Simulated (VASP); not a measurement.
Wanted: the native input for a VASP 6.6.1 run.

```yaml
Task: single point
Functional: PBE
Potentials_or_basis: VASP PAW PBE potentials, release 64 (Na_pv, S)
Cutoff: 500 eV
k_mesh: 8 × 8 × 8
Occupations: gaussian, width 0.01 eV
Spin: no spin polarisation
Dipole_correction: no
Further_INCAR_settings: ALGO = Normal; EDIFF = 1e-06; NBANDS = 17
```

The structure of Na2S lies in POSCAR:

```
Na2S
1.0
    0.0000000000      3.2554374458      3.2554374458
    3.2554374458      0.0000000000      3.2554374458
    3.2554374458      3.2554374458      0.0000000000
Na S
2 1
Direct
    0.2500000000      0.2500000000      0.2500000000
    0.7500000000      0.7500000000      0.7500000000
    0.0000000000      0.0000000000      0.0000000000
```

The input as run:

INCAR

```
PREC = Accurate
ENCUT = 500
EDIFF = 1E-6
ISMEAR = 0
SIGMA = 0.01
LREAL = False
LASPH = True
NELM = 120
ALGO = Normal
ISIF = 2
LWAVE = False
LCHARG = False
GGA = PE
NBANDS = 17
GGA_COMPAT = False
```

KPOINTS

```
regular mesh
0
Gamma
  8 8 8
```

Potentials or basis: VASP PAW PBE potentials, release 64 (Na_pv, S).

The run is started by

```console
$ cat potpaw_PBE.64/Na_pv/POTCAR potpaw_PBE.64/S/POTCAR > POTCAR
$ mpirun -np 1 vasp_std > vasp.out
```

Results of the run:

- Pressure: 0.8 GPa
- Band gap on the k mesh: 2.53 eV

It took 25 s on 1 thread of Intel(R) Xeon(R) Platinum 8259CL CPU @ 2.50GHz (Skylake/Cascade Lake), with other jobs on the host, peak memory 0.2 GiB.
